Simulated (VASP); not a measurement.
# P (Imma) in VASP: a series of runs

Runs on P. Level: r2SCAN. Tasks: single point.

Program: VASP 6.6.1. These are calculated values, not measurements. Logs are shortened: lines on timing, memory, paths and dates and some standing lists are left out, and cuts for length are marked.

## 1. The cell of the first run

Symmetry: Imma, No. 74, orthorhombic system. Conventional cell: a = 3.383 Å, b = 5.030 Å, c = 3.718 Å, α = 90.00°, β = 90.00°, γ = 90.00°. Within 3.0 Å of P (site symmetry mm2) lie 6 P at 2.24 to 2.82 Å.

## 2. Single point, r2SCAN

Contents of POSCAR:

```
P
1.0
   -1.6915100000      2.5151650000      1.8589440000
    1.6915100000     -2.5151650000      1.8589440000
    1.6915100000      2.5151650000     -1.8589440000
P
2
Direct
    0.8033090000      0.0533090000      0.7500000000
    0.1966910000      0.9466910000      0.2500000000
```

Contents of INCAR.step1:

```
SYSTEM = P
PREC = Accurate
ENCUT = 520
ISMEAR = -1
SIGMA = 0.05
LREAL = .FALSE.
LASPH = .TRUE.
NELM = 100
NBANDS = 12
GGA = PE
ALGO = Normal
EDIFF = 1E-4
LWAVE = .TRUE.
LCHARG = .FALSE.
```

Contents of INCAR.step2:

```
SYSTEM = P
PREC = Accurate
ENCUT = 520
EDIFF = 1E-6
ISMEAR = -1
SIGMA = 0.05
LREAL = .FALSE.
LASPH = .TRUE.
NELM = 100
ALGO = Normal
ISIF = 2
LWAVE = .FALSE.
LCHARG = .TRUE.
METAGGA = R2SCAN
LMIXTAU = .TRUE.
LELF = .TRUE.
LVHAR = .TRUE.
NBANDS = 12
ISTART = 1
```

Contents of KPOINTS:

```
regular mesh
0
G
  8 8 8
  0 0 0
```

Potentials or basis: VASP PAW PBE potentials, release 64 (P).

Command:

```bash
$ cat potpaw_PBE.64/P/POTCAR > POTCAR
$ cp INCAR.step1 INCAR
$ mpirun -np 1 vasp_std > vasp.out
$ cp INCAR.step2 INCAR
$ mpirun -np 1 vasp_std > vasp.out
```

OUTCAR:

```text
SYSTEM = P
   PREC = Accurate
   ENCUT = 520
   EDIFF = 1E-6
   ISMEAR = -1
   LREAL = .FALSE.
   LASPH = .TRUE.
   NELM = 100
   ISIF = 2
   METAGGA = R2SCAN
   ISTART = 1

 ion  position               nearest neighbor table
   1  0.803  0.053  0.750-   2 2.24   2 2.24   2 2.55   2 2.55   2 2.82   2 2.82
   2  0.197  0.947  0.250-   1 2.24   1 2.24   1 2.55   1 2.55   1 2.82   1 2.82

  LATTYP: Found a body centered orthorhombic cell.
 ALAT       =     3.3830200000
 B/A-ratio  =     1.0989849306
 C/A-ratio  =     1.4869347506

  Lattice vectors:

 A1 = (   1.6915100000,  -2.5151650000,  -1.8589440000)
 A2 = (  -1.6915100000,  -2.5151650000,   1.8589440000)
 A3 = (  -1.6915100000,   2.5151650000,  -1.8589440000)

Analysis of symmetry for initial positions (statically):
=====================================================================
 Subroutine PRICEL returns:
 Original cell was already a primitive cell.

 Routine SETGRP: Setting up the symmetry group for a
 body centered orthorhombic supercell.

 Subroutine GETGRP returns: Found  8 space group operations
 (whereof  4 operations were pure point group operations)
 out of a pool of  8 trial point group operations.

The static configuration has the point symmetry C_2h.
 The point group associated with its full space group is D_2h.

Analysis of symmetry for dynamics (positions and initial velocities):
=====================================================================
 Subroutine PRICEL returns:
 Original cell was already a primitive cell.

 Routine SETGRP: Setting up the symmetry group for a
 body centered orthorhombic supercell.

 Subroutine GETGRP returns: Found  8 space group operations
 (whereof  4 operations were pure point group operations)
 out of a pool of  8 trial point group operations.

The dynamic configuration has the point symmetry C_2h.
 The point group associated with its full space group is D_2h.

 Subroutine INISYM returns: Found  8 space group operations
 (whereof  4 operations are pure point group operations),
 and found     1 'primitive' translations

----------------------------------------------------------------------------------------

                                     Primitive cell

  volume of cell :      31.6350

  direct lattice vectors                    reciprocal lattice vectors
    -1.691510000  2.515165000  1.858944000     0.000000000  0.198794115  0.268969910
     1.691510000 -2.515165000  1.858944000     0.295593878  0.000000000  0.268969910
[... 88 lines left out ...]
   NSW    =      0    number of steps for IOM
   IBRION =     -1    ionic relax: 0-MD 1-quasi-New 2-CG
   NFREE  =      0    steps in history (QN), initial steepest desc. (CG)
   ISIF   =      2    stress and relaxation
   ISYM   =      2    0-nonsym 1-usesym 2-fastsym
   POTIM  = 0.5000    time-step for ionic-motion
   TEBEG  =    0.0;   TEEND  =   0.0 temperature during run
   PSTRESS=    0.0 pullay stress
   NELECT =      10.0000    total number of electrons
   NUPDOWN=      -1.0000    fix difference up-down
   EMIN   =  10.00;   EMAX   =-10.00  energy-range for DOS
   EFERMI =   0.00;   METHOD = LEGACY
   ISMEAR =    -1;   SIGMA  =   0.05  broadening in eV -4-tet -1-fermi 0-gaus
   EFERMI_NEDOS =   21; number of points for ismear=-14 and -15
   IALGO  =     38    algorithm
   IMIX   =      4    mixing-type and parameters
     AMIX     =   0.40;   BMIX     =  1.00
     AMIX_MAG =   1.60;   BMIX_MAG =  1.00
  volume/ion in A,a.u.               =      15.82       106.74
  Fermi-wavevector in a.u.,A,eV,Ry     =   1.115199  2.107421 16.921142  1.243669
  Thomas-Fermi vector in A             =   2.251801
   LORBIT       =      0    0 simple, 1 ext, 2 COOP (PROOUT), +10 PAW based schemes
   METAGGA = R2SCAN    functional components
   LHFCALC =     F    Hartree Fock is set to
   AEXX    =    0.0000 exact exchange contribution
   IVDW    =     0    specifies the selected vdW correction
   LEPSILON=     F    determine dielectric tensor
   LRPA    =     F    only Hartree local field effects (RPA)
 non-spin polarized calculation
  energy-cutoff  :      520.00
  volume of cell :       31.63
 maximum number of plane-waves:       868
 NGX is ok and might be reduce to    28
   NGX = 13   NGY = 13   NGZ = 13

 number of electron      10.0000000 magnetization

 Free energy of the ion-electron system (eV)
  ---------------------------------------------------
  ext. energy  EPLUGINS =         0.00000000
  ---------------------------------------------------
  free energy    TOTEN  =       -17.75952651 eV

  energy without entropy =      -17.75834482  energy(sigma->0) =      -17.75893567

 E-fermi :   9.1372     XC(G=0): -11.4031

 val. band max:        9.0812558000   @ k =   0.2500   0.2500   0.2500
 cond. band min:       9.1889517816   @ k =   0.1250  -0.1250   0.1250
 fundamental gap:      0.1076959817
 Fermi energy:         9.1372180308

 k-point     1 :       0.0000    0.0000    0.0000
  band No.  band energies     occupation
      1      -8.2691      2.00000
      2       5.6211      2.00000
      3       5.8785      2.00000
      4       5.9612      2.00000
      5       6.5842      2.00000
      6      10.5815      0.00000
      7      11.6003      0.00000
      8      13.3920      0.00000
      9      14.5146      0.00000
     10      15.9091      0.00000
     11      16.1945      0.00000
     12      16.4611      0.00000
[... 331 lines left out ...]
 k-point    24 :       0.2500    0.3750   -0.0000
  band No.  band energies     occupation
      1      -3.8454      2.00000
      2      -2.2274      2.00000
      3       0.8527      2.00000
      4       3.9899      2.00000
      5       5.3206      2.00000
      6      12.0463      0.00000
      7      12.9097      0.00000
      8      15.1701      0.00000
      9      17.4951      0.00000
     10      18.4206      0.00000
     11      20.0489      0.00000
     12      23.0092      0.00000

 [... further k-points ...]
[... 5 lines left out ...]
  --------------------------------------------------------------------------------------
  -------------------------------------------------------------------------------------
  Total        0.1514933      0.3414950      0.1137432      0.0000000      0.0000000      0.0000000
  in kB        7.6724950     17.2952785      5.7606117      0.0000000      0.0000000      0.0000000
  external PRESSURE =      10.2427950 kB  Pullay stress =       0.0000000 kB

 VOLUME and BASIS-vectors are now :
 -----------------------------------------------------------------------------
  energy-cutoff  :      520.00
  volume of cell :       31.63
      direct lattice vectors                 reciprocal lattice vectors
    -1.691510000  2.515165000  1.858944000     0.000000000  0.198794115  0.268969910
     1.691510000 -2.515165000  1.858944000     0.295593878  0.000000000  0.268969910
     1.691510000  2.515165000 -1.858944000     0.295593878  0.198794115  0.000000000

 POSITION                                       TOTAL-FORCE (eV/Angst)
 -----------------------------------------------------------------------------------
      0.00000      3.77275      0.19820        -0.000000      0.000000     -0.069252
      1.69151     -1.25758      1.66075         0.000000     -0.000000      0.069252
 -----------------------------------------------------------------------------------
    total drift:                               -0.000000     -0.000000      0.000000

  FREE ENERGIE OF THE ION-ELECTRON SYSTEM (eV)
  ---------------------------------------------------
  free  energy   TOTEN  =       -17.7595265140 eV

  energy  without entropy=      -17.7583448211  energy(sigma->0) =      -17.75893567
```

It took 3.8 min on 1 thread of AMD EPYC 7R43 (Zen 3), shared host; peak memory 0.13 GiB.

What came out:

| Property | Result |
| --- | --- |
| Free energy | -17.7595 eV |
| Pressure | 1.0 GPa |
| Largest force | 0.069 eV/Å |
| Band gap on the k mesh | zero (band 5 reaches 9.40 eV, above the bottom of band 6 at 8.71 eV) |

Forces in eV/Å, atoms in the order of the input:
```
P    0.000  0.000 -0.069
P    0.000  0.000  0.069
```

Stress tensor (GPa, compression positive):
```
0.77 0.00 0.00
0.00 1.73 0.00
0.00 0.00 0.58
```

Levels at points of the mesh, in eV from the Fermi level:
| k point | band 1 | band 2 | band 3 | band 4 | band 5 | band 6 | band 7 | band 8 | band 9 | band 10 |
| --- | --- | --- | --- | --- | --- | --- | --- | --- | --- | --- |
| (0.00, 0.00, 0.00) | -17.41 | -3.52 | -3.26 | -3.18 | -2.55 | 1.44 | 2.46 | 4.25 | 5.38 | 6.77 |
| (0.50, 0.00, 0.00) | -14.78 | -11.81 | -3.65 | -2.02 | -1.87 | 0.49 | 0.69 | 1.96 | 9.37 | 10.09 |
| (0.00, 0.50, 0.00) | -13.23 | -10.81 | -6.88 | -5.93 | -5.62 | 0.45 | 7.15 | 7.50 | 9.11 | 9.85 |
| (0.50, 0.50, 0.00) | -13.09 | -13.09 | -3.80 | -3.80 | -0.20 | -0.20 | 0.27 | 0.27 | 10.82 | 10.82 |
| (0.50, 0.50, 0.50) | -13.84 | -8.99 | -8.40 | -5.72 | -5.60 | 0.19 | 6.87 | 8.89 | 9.20 | 9.49 |

Caveat: the PAW data sets were made with another functional, which shifts forces and pressure a little.

## 3. Single point, r2SCAN

POSCAR is that of step 2.

Contents of INCAR.step1:

```
PREC = Accurate
ENCUT = 520
ISMEAR = -1
SIGMA = 0.05
LREAL = False
LASPH = True
NELM = 80
NBANDS = 12
GGA = PE
ALGO = Normal
EDIFF = 1E-4
LWAVE = True
LCHARG = False
```

Contents of INCAR.step2:

```
PREC = Accurate
ENCUT = 520
EDIFF = 1E-6
ISMEAR = -1
SIGMA = 0.05
LREAL = False
LASPH = True
NELM = 80
ALGO = Normal
ISIF = 2
LWAVE = False
LCHARG = True
METAGGA = R2SCAN
LMIXTAU = True
LELF = True
LVHAR = True
NBANDS = 12
ISTART = 1
```

Contents of KPOINTS:

```
regular mesh
0
Gamma
  8 8 8
```

Potentials or basis: VASP PAW PBE potentials, release 64 (P).

Command:

```bash
$ cat potpaw_PBE.64/P/POTCAR > POTCAR
$ cp INCAR.step1 INCAR
$ mpirun -np 1 vasp_std > vasp.out
$ cp INCAR.step2 INCAR
$ mpirun -np 1 vasp_std > vasp.out
```

Wall time 4.4 min (1 thread of AMD EPYC 7R43 (Zen 3), shared host); peak memory 0.13 GiB.

The run converged. Its results:

```yaml
Free_energy: -17.7595 eV
Pressure: 1.0 GPa
Largest_force: 0.069 eV/Å
Band_gap_on_the_k_mesh: zero (band 5 reaches 9.40 eV, above the bottom of band 6 at 8.71 eV)
```

Forces in eV/Å, atoms in the order of the input:
```
P    0.000  0.000 -0.069
P    0.000  0.000  0.069
```

Stress tensor (GPa, compression positive):
```
0.77 0.00 0.00
0.00 1.73 0.00
0.00 0.00 0.58
```

Levels at points of the mesh, in eV from the Fermi level:
| k point | band 3 | band 4 | band 5 | band 6 | band 7 | band 8 |
| --- | --- | --- | --- | --- | --- | --- |
| (0.00, 0.00, 0.00) | -3.26 | -3.18 | -2.55 | 1.44 | 2.46 | 4.25 |
| (0.50, 0.00, 0.00) | -3.65 | -2.02 | -1.87 | 0.49 | 0.69 | 1.96 |
| (0.00, 0.50, 0.00) | -6.88 | -5.93 | -5.62 | 0.45 | 7.15 | 7.50 |
| (0.50, 0.50, 0.00) | -3.80 | -3.80 | -0.20 | -0.20 | 0.27 | 0.27 |
| (0.50, 0.50, 0.50) | -8.40 | -5.72 | -5.60 | 0.19 | 6.87 | 8.89 |

Caveat: the PAW data sets were made with another functional, which shifts forces and pressure a little.
